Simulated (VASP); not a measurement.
# HfO2 in VASP: notebook

HfO2 is run at these levels: PBE; tasks: single point.

Everything below comes from runs of VASP 6.6.1. Logs are shortened: lines on timing, memory, paths and dates and some standing lists are left out, and cuts for length are marked.

## (1) The cell of the first run

The structure is cubic, space group Fm-3m (No. 225). The conventional cell has a = 5.081 Å, b = 5.081 Å, c = 5.081 Å, α = 90.00°, β = 90.00°, γ = 90.00°. Hf (site symmetry m-3m) has 8 O at 2.20 Å within 2.9 Å. Within 2.9 Å of O (site symmetry -43m) lie 4 Hf at 2.20 Å and 6 O at 2.54 Å.

## (2) Single point, PBE (volume scaled by 0.98)

Contents of INCAR:

```
PREC = Accurate
ENCUT = 520
EDIFF = 1E-6
ISMEAR = -1
SIGMA = 0.01
LREAL = False
LASPH = True
NELM = 100
ALGO = Normal
ISIF = 2
LWAVE = False
LCHARG = False
GGA = PE
NBANDS = 18
```

Contents of KPOINTS:

```
Automatic mesh
0
Gamma
  9 9 9
```

Contents of POSCAR:

```
HfO2
1.0
    0.0000000000      2.5403350533      2.5403350533
    2.5403350533      0.0000000000      2.5403350533
    2.5403350533      2.5403350533      0.0000000000
Hf O
1 2
Direct
    0.0000000000      0.0000000000      0.0000000000
    0.2500000000      0.2500000000      0.2500000000
    0.7500000000      0.7500000000      0.7500000000
```

Potentials or basis: VASP PAW PBE potentials, release 64 (Hf_pv, O).

Launch:

```sh
$ cat potpaw_PBE.64/Hf_pv/POTCAR potpaw_PBE.64/O/POTCAR > POTCAR
$ mpirun -np 1 vasp_std > vasp.out
```

OUTCAR:

```text
PREC = Accurate
   ENCUT = 520
   EDIFF = 1E-6
   ISMEAR = -1
   LREAL = False
   LASPH = True
   NELM = 100
   ISIF = 2
   GGA = PE

 ion  position               nearest neighbor table
   1  0.000  0.000  0.000-   3 2.20   3 2.20   3 2.20   2 2.20   3 2.20   2 2.20   2 2.20   2 2.20

   2  0.250  0.250  0.250-   1 2.20   1 2.20   1 2.20   1 2.20
   3  0.750  0.750  0.750-   1 2.20   1 2.20   1 2.20   1 2.20

  LATTYP: Found a face centered cubic cell.
 ALAT       =     5.0806701066

  Lattice vectors:

 A1 = (   0.0000000000,   2.5403350533,   2.5403350533)
 A2 = (   2.5403350533,   0.0000000000,   2.5403350533)
 A3 = (   2.5403350533,   2.5403350533,   0.0000000000)

Analysis of symmetry for initial positions (statically):
=====================================================================
 Subroutine PRICEL returns:
 Original cell was already a primitive cell.

 Routine SETGRP: Setting up the symmetry group for a
 face centered cubic supercell.

 Subroutine GETGRP returns: Found 48 space group operations
 (whereof 48 operations were pure point group operations)
 out of a pool of 48 trial point group operations.

The static configuration has the point symmetry O_h .

Analysis of symmetry for dynamics (positions and initial velocities):
=====================================================================
 Subroutine PRICEL returns:
 Original cell was already a primitive cell.

 Routine SETGRP: Setting up the symmetry group for a
 face centered cubic supercell.

 Subroutine GETGRP returns: Found 48 space group operations
 (whereof 48 operations were pure point group operations)
 out of a pool of 48 trial point group operations.

The dynamic configuration has the point symmetry O_h .

 Subroutine INISYM returns: Found 48 space group operations
 (whereof 48 operations are pure point group operations),
 and found     1 'primitive' translations

----------------------------------------------------------------------------------------

                                     Primitive cell

  volume of cell :      32.7871

  direct lattice vectors                    reciprocal lattice vectors
     0.000000000  2.540335053  2.540335053    -0.196824430  0.196824430  0.196824430
     2.540335053  0.000000000  2.540335053     0.196824430 -0.196824430  0.196824430
     2.540335053  2.540335053  0.000000000     0.196824430  0.196824430 -0.196824430

[... 77 lines left out ...]
   ISTART =      0    job   : 0-new  1-cont  2-samecut
   ICHARG =      2    charge: 1-file 2-atom 10-const
   ISPIN  =      1    spin polarized calculation?
   LNONCOLLINEAR =      F non collinear calculations
   LSORBIT =      F    spin-orbit coupling
   LASPH  =      T    aspherical Exc in radial PAW
   ENCUT  =  520.0 eV  38.22 Ry    6.18 a.u.   6.68  6.68  6.68*2*pi/ulx,y,z
   NELM   =    100;   NELMIN=  2; NELMDL= -5     # of ELM steps
   EDIFF  = 0.1E-05   stopping-criterion for ELM
   LREAL  =      F    real-space projection
   EDIFFG = 0.1E-04   stopping-criterion for IOM
   NSW    =      0    number of steps for IOM
   IBRION =     -1    ionic relax: 0-MD 1-quasi-New 2-CG
   NFREE  =      0    steps in history (QN), initial steepest desc. (CG)
   ISIF   =      2    stress and relaxation
   ISYM   =      2    0-nonsym 1-usesym 2-fastsym
   POTIM  = 0.5000    time-step for ionic-motion
   TEBEG  =    0.0;   TEEND  =   0.0 temperature during run
   PSTRESS=    0.0 pullay stress
   NELECT =      22.0000    total number of electrons
   NUPDOWN=      -1.0000    fix difference up-down
   EMIN   =  10.00;   EMAX   =-10.00  energy-range for DOS
   EFERMI =   0.00;   METHOD = LEGACY
   ISMEAR =    -1;   SIGMA  =   0.01  broadening in eV -4-tet -1-fermi 0-gaus
   EFERMI_NEDOS =   21; number of points for ismear=-14 and -15
   IALGO  =     38    algorithm
   IMIX   =      4    mixing-type and parameters
     AMIX     =   0.40;   BMIX     =  1.00
     AMIX_MAG =   1.60;   BMIX_MAG =  1.00
  volume/ion in A,a.u.               =      10.93        73.75
  Fermi-wavevector in a.u.,A,eV,Ry     =   1.433226  2.708405 27.948233  2.054137
  Thomas-Fermi vector in A             =   2.552767
   LORBIT       =      0    0 simple, 1 ext, 2 COOP (PROOUT), +10 PAW based schemes
   GGA     = PE    functional components
   LHFCALC =     F    Hartree Fock is set to
   AEXX    =    0.0000 exact exchange contribution
   IVDW    =     0    specifies the selected vdW correction
   LEPSILON=     F    determine dielectric tensor
   LRPA    =     F    only Hartree local field effects (RPA)
 non-spin polarized calculation
  energy-cutoff  :      520.00
  volume of cell :       32.79
 maximum number of plane-waves:       899
   NGX = 13   NGY = 13   NGZ = 13

 number of electron      21.9999991 magnetization

 Free energy of the ion-electron system (eV)
  ---------------------------------------------------
  ext. energy  EPLUGINS =         0.00000000
  ---------------------------------------------------
  free energy    TOTEN  =       -30.24786810 eV

  energy without entropy =      -30.24786810  energy(sigma->0) =      -30.24786810

 E-fermi :   4.4422     XC(G=0): -11.8049

 val. band max:        4.1740643884   @ k =  -0.4444   0.4444   0.0000
 cond. band min:       8.0681666829   @ k =   0.4444   0.4444   0.0000
 fundamental gap:      3.8941022945
 Fermi energy:         4.4421580251

 k-point     1 :       0.0000    0.0000    0.0000
  band No.  band energies     occupation
      1     -25.4912      2.00000
      2     -25.4912      2.00000
      3     -25.4912      2.00000
      4     -14.4679      2.00000
      5     -11.4661      2.00000
      6      -1.0786      2.00000
[... 481 lines left out ...]
      5     -12.4168      2.00000
      6      -2.0654      2.00000
[... 10 lines left out ...]
     17      16.2111      0.00000
     18      17.6562      0.00000

 [... further k-points ...]
[... 5 lines left out ...]
  --------------------------------------------------------------------------------------
  -------------------------------------------------------------------------------------
  Total       -0.2476088     -0.2476088     -0.2476088      0.0000000      0.0000000     -0.0000000
  in kB      -12.0996735    -12.0996735    -12.0996735      0.0000000      0.0000000     -0.0000000
  external PRESSURE =     -12.0996735 kB  Pullay stress =       0.0000000 kB

 VOLUME and BASIS-vectors are now :
 -----------------------------------------------------------------------------
  energy-cutoff  :      520.00
  volume of cell :       32.79
      direct lattice vectors                 reciprocal lattice vectors
     0.000000000  2.540335053  2.540335053    -0.196824430  0.196824430  0.196824430
     2.540335053  0.000000000  2.540335053     0.196824430 -0.196824430  0.196824430
     2.540335053  2.540335053  0.000000000     0.196824430  0.196824430 -0.196824430

 POSITION                                       TOTAL-FORCE (eV/Angst)
 -----------------------------------------------------------------------------------
      0.00000      0.00000      0.00000         0.000000     -0.000000      0.000000
      1.27017      1.27017      1.27017        -0.000000     -0.000000      0.000000
      3.81050      3.81050      3.81050         0.000000      0.000000     -0.000000
 -----------------------------------------------------------------------------------
    total drift:                                0.000000      0.000000      0.000000

  FREE ENERGIE OF THE ION-ELECTRON SYSTEM (eV)
  ---------------------------------------------------
  free  energy   TOTEN  =       -30.2478681014 eV

  energy  without entropy=      -30.2478681014  energy(sigma->0) =      -30.24786810
```

OSZICAR:

```text
N       E                     dE             d eps       ncg     rms          rms(c)
DAV:   1     0.902087630082E+02    0.90209E+02   -0.12660E+04  1260   0.121E+03
DAV:   2    -0.321924552093E+02   -0.12240E+03   -0.11980E+03  1584   0.288E+02
DAV:   3    -0.360153903687E+02   -0.38229E+01   -0.38103E+01  1480   0.451E+01
DAV:   4    -0.360368796279E+02   -0.21489E-01   -0.21484E-01  1518   0.378E+00
DAV:   5    -0.360370131071E+02   -0.13348E-03   -0.13348E-03  1458   0.277E-01    0.473E+01
DAV:   6    -0.303828029337E+02    0.56542E+01   -0.20335E+01  1288   0.323E+01    0.412E+01
DAV:   7    -0.302862359316E+02    0.96567E-01   -0.66420E-01  1436   0.673E+00    0.290E+01
DAV:   8    -0.302708038283E+02    0.15432E-01   -0.30250E-01  1376   0.502E+00    0.981E+00
DAV:   9    -0.302475778051E+02    0.23226E-01   -0.68906E-02  1336   0.223E+00    0.267E+00
DAV:  10    -0.302478140759E+02   -0.23627E-03   -0.33268E-03  1378   0.440E-01    0.171E-01
DAV:  11    -0.302478541941E+02   -0.40118E-04   -0.17614E-04  1490   0.113E-01    0.215E-01
DAV:  12    -0.302478671601E+02   -0.12966E-04   -0.37795E-05  1390   0.411E-02    0.123E-02
DAV:  13    -0.302478681014E+02   -0.94128E-06   -0.14257E-06  1368   0.901E-03
   1 F= -.30247868E+02 E0= -.30247868E+02  d E =-.208209E-13
```

stdout:

```text
POSCAR found type information on POSCAR HfO
 POSCAR found :  2 types and       3 ions
 scaLAPACK will be used
 LDA part: xc-table for (Slater+PW92), standard interpolation
 POSCAR, INCAR and KPOINTS ok, starting setup
 FFT: planning ... GRIDC
 FFT: planning ... GRID_SOFT
 FFT: planning ... GRID
 WAVECAR not read
 entering main loop
```

Run time: 13 s. Hardware: 1 thread of Intel Xeon 6975P-C (Granite Rapids), shared host; peak memory 0.16 GiB.

What came out:

```yaml
Free_energy: -30.2479 eV
Pressure: -1.2 GPa
Band_gap_on_the_k_mesh: 3.89 eV, indirect (least direct gap 4.01 eV)
```

Levels at points of the mesh, in eV from the valence-band top:
```
           k point  band 8  band 9  band 10  band 11  band 12  band 13  band 14  band 15
(0.00, 0.00, 0.00)   -5.25   -0.55    -0.55    -0.55     3.92     3.92     5.84    10.39
```

Caveat: spin-orbit coupling is left out, which moves the levels of the heavy elements. A k mesh can miss the band edges.

## (3) Single point, PBE (volume scaled by 1.01)

Contents of INCAR:

```
SYSTEM = HfO2
  ALGO = Normal
  EDIFF = 1E-6
  ENCUT = 520
  GGA = PE
  ISIF = 2
  ISMEAR = -1
  LASPH = .True.
  LCHARG = .True.
  LELF = .True.
  LREAL = .False.
  LVHAR = .True.
  LWAVE = .False.
  NBANDS = 18
  NELM = 80
  PREC = Accurate
  SIGMA = 0.01
```

Contents of KPOINTS:

```
k-points
0
Gamma
  9 9 9
  0 0 0
```

Contents of POSCAR:

```
HfO2
1.0
    0.0000000000      2.5659967402      2.5659967402
    2.5659967402      0.0000000000      2.5659967402
    2.5659967402      2.5659967402      0.0000000000
Hf O
1 2
Direct
    0.0000000000      0.0000000000      0.0000000000
    0.2500000000      0.2500000000      0.2500000000
    0.7500000000      0.7500000000      0.7500000000
```

Potentials or basis: VASP PAW PBE potentials, release 64 (Hf_pv, O).

Launch:

```sh
$ cat potpaw_PBE.64/Hf_pv/POTCAR potpaw_PBE.64/O/POTCAR > POTCAR
$ mpirun -np 1 vasp_std > vasp.out
```

Run time: 12 s. Hardware: 1 thread of Intel Xeon 6975P-C (Granite Rapids), shared host; peak memory 0.16 GiB.

The run converged. Its results:

- Free energy: -30.2192 eV
- Pressure: -8.2 GPa
- Band gap on the k mesh: 3.81 eV, indirect (least direct gap 3.92 eV)

Levels at points of the mesh, in eV from the valence-band top:
```tsv
k point	band 7	band 8	band 9	band 10	band 11	band 12	band 13	band 14	band 15	band 16
(0.00, 0.00, 0.00)	-5.07	-5.07	-0.54	-0.54	-0.54	3.84	3.84	5.59	10.02	10.02
```

Caveat: spin-orbit coupling is left out, which moves the levels of the heavy elements.

## (4) Single point, PBE (volume scaled by 1.04)

Contents of INCAR:

```
  PREC = Accurate
  ENCUT = 520
  EDIFF = 1E-6
  ISMEAR = -1
  SIGMA = 0.01
  LREAL = False
  LASPH = True
  NELM = 100
  ALGO = Normal
  ISIF = 2
  LWAVE = False
  LCHARG = False
  GGA = PE
  NBANDS = 18
```

Contents of KPOINTS:

```
Automatic mesh
0
Gamma
  9 9 9
```

Contents of POSCAR:

```
HfO2
1.0
    0.0000000000      2.5911551753      2.5911551753
    2.5911551753      0.0000000000      2.5911551753
    2.5911551753      2.5911551753      0.0000000000
Hf O
1 2
Direct
    0.0000000000      0.0000000000      0.0000000000
    0.2500000000      0.2500000000      0.2500000000
    0.7500000000      0.7500000000      0.7500000000
```

Launch:

```sh
$ cat potpaw_PBE.64/Hf_pv/POTCAR potpaw_PBE.64/O/POTCAR > POTCAR
$ mpirun -np 1 vasp_std > vasp.out
```

It took 19 s on 1 thread of Intel Xeon 6975P-C (Granite Rapids), shared host; peak memory 0.16 GiB.

It converged, with:

* Free energy: -30.1500 eV
* Pressure: -14.1 GPa
* Band gap on the k mesh: 3.72 eV, indirect (least direct gap 3.83 eV)

Levels at points of the mesh, in eV from the valence-band top:
```csv
k point,band 8,band 9,band 10,band 11,band 12,band 13,band 14,band 15
"(0.00, 0.00, 0.00)",-4.91,-0.53,-0.53,-0.53,3.76,3.76,5.36,9.66
```

Caveat: spin-orbit coupling is left out, which moves the levels of the heavy elements.

## (5) Single point, PBE (zz strain of -3 %)

Contents of INCAR:

```
PREC = Accurate
ENCUT = 520
EDIFF = 1E-6
ISMEAR = -1
SIGMA = 0.01
LREAL = False
LASPH = True
NELM = 80
ALGO = Normal
ISIF = 2
LWAVE = False
LCHARG = True
GGA = PE
LELF = True
LVHAR = True
NBANDS = 18
```

Contents of KPOINTS:

```
regular mesh
0
Gamma
  9 9 9
```

Contents of POSCAR:

```
HfO2
1.0
    0.0000000000      2.5575000000      2.4807750000
    2.5575000000      0.0000000000      2.4807750000
    2.5575000000      2.5575000000      0.0000000000
Hf O
1 2
Direct
    0.0000000000      0.0000000000      0.0000000000
    0.2500000000      0.2500000000      0.2500000000
    0.7500000000      0.7500000000      0.7500000000
```

Launch:

```sh
$ cat potpaw_PBE.64/Hf_pv/POTCAR potpaw_PBE.64/O/POTCAR > POTCAR
$ mpirun -np 1 vasp_std > vasp.out
```

Wall time 31 s (1 thread of Intel Xeon Platinum 8375C at 2.90GHz (Ice Lake), shared host); peak memory 0.18 GiB.

The run converged. Its results:

```yaml
Free_energy: -30.2178 eV
Pressure: 1.4 GPa
Band_gap_on_the_k_mesh: 3.55 eV, indirect (least direct gap 3.79 eV)
```

Stress tensor (GPa, compression positive):
```
-3.35  0.00  0.00
 0.00 -3.35  0.00
 0.00  0.00 10.96
```

Levels at points of the mesh, in eV from the valence-band top:
```tsv
k point	band 7	band 8	band 9	band 10	band 11	band 12	band 13	band 14	band 15	band 16
(0.00, 0.00, 0.00)	-5.52	-5.52	-0.92	-0.92	-0.50	3.55	3.81	5.74	10.27	10.27
```

Caveat: the cell differs from its parent crystal (zz strain of -3 %); spin-orbit coupling is left out, which moves the levels of the heavy elements. A k mesh can miss the band edges.

## (6) Single point, PBE (zz strain of -1 %)

Contents of INCAR:

```
PREC = Accurate
ENCUT = 520
EDIFF = 1E-6
ISMEAR = -1
SIGMA = 0.01
LREAL = False
LASPH = True
NELM = 100
ALGO = Normal
ISIF = 2
LWAVE = False
LCHARG = False
GGA = PE
NBANDS = 18
```

KPOINTS is that of step 5.

Contents of POSCAR:

```
HfO2
1.0
    0.0000000000      2.5575000000      2.5319250000
    2.5575000000      0.0000000000      2.5319250000
    2.5575000000      2.5575000000      0.0000000000
Hf O
1 2
Direct
    0.0000000000      0.0000000000      0.0000000000
    0.2500000000      0.2500000000      0.2500000000
    0.7500000000      0.7500000000      0.7500000000
```

Potentials or basis: VASP PAW PBE potentials, release 64 (Hf_pv, O).

Launch:

```sh
$ cat potpaw_PBE.64/Hf_pv/POTCAR potpaw_PBE.64/O/POTCAR > POTCAR
$ mpirun -np 1 vasp_std > vasp.out
```

It took 30 s on 1 thread of Intel Xeon Platinum 8375C at 2.90GHz (Ice Lake), shared host; peak memory 0.18 GiB.

Results (log left out):

```
Free energy            : -30.2400 eV
Pressure               : -3.7 GPa
Band gap on the k mesh : 3.77 eV, indirect (least direct gap 3.90 eV)
```

Stress tensor (GPa, compression positive):
```
-5.19  0.00  0.00
 0.00 -5.19  0.00
 0.00  0.00 -0.59
```

Levels at points of the mesh, in eV from the valence-band top:
| k point | band 8 | band 9 | band 10 | band 11 | band 12 | band 13 | band 14 | band 15 |
| --- | --- | --- | --- | --- | --- | --- | --- | --- |
| (0.00, 0.00, 0.00) | -5.26 | -0.66 | -0.66 | -0.53 | 3.77 | 3.86 | 5.69 | 10.19 |

Caveat: the cell differs from its parent crystal (zz strain of -1 %); spin-orbit coupling is left out, which moves the levels of the heavy elements. A k mesh can miss the band edges.

## (7) The runs side by side

| cell | gap on the mesh (eV) | pressure (GPa) |
| --- | --- | --- |
| a = 3.593 Å, angles 60.0°, 3 atoms | 3.89 | -1.2 |
| a = 3.629 Å, angles 60.0°, 3 atoms | 3.81 | -8.2 |
| a = 3.664 Å, angles 60.0°, 3 atoms | 3.72 | -14.1 |
| a = 3.563, b = 3.563, c = 3.617 Å, angles 59.5, 59.5, 61.0°, 3 atoms | 3.55 | 1.4 |
| a = 3.599, b = 3.599, c = 3.617 Å, angles 59.8, 59.8, 60.3°, 3 atoms | 3.77 | -3.7 |

Alike in all rows: task single point; level PBE; potentials or basis VASP PAW PBE potentials, release 64 (Hf_pv, O); no spin polarisation; k mesh 9 × 9 × 9; cutoff (eV) 520; smearing fermi-dirac 0.01 eV.

Caveats: spin-orbit coupling is left out, which moves the levels of the heavy elements.

Total energies depend on the potentials used, so only differences within one code and one set of settings carry meaning.
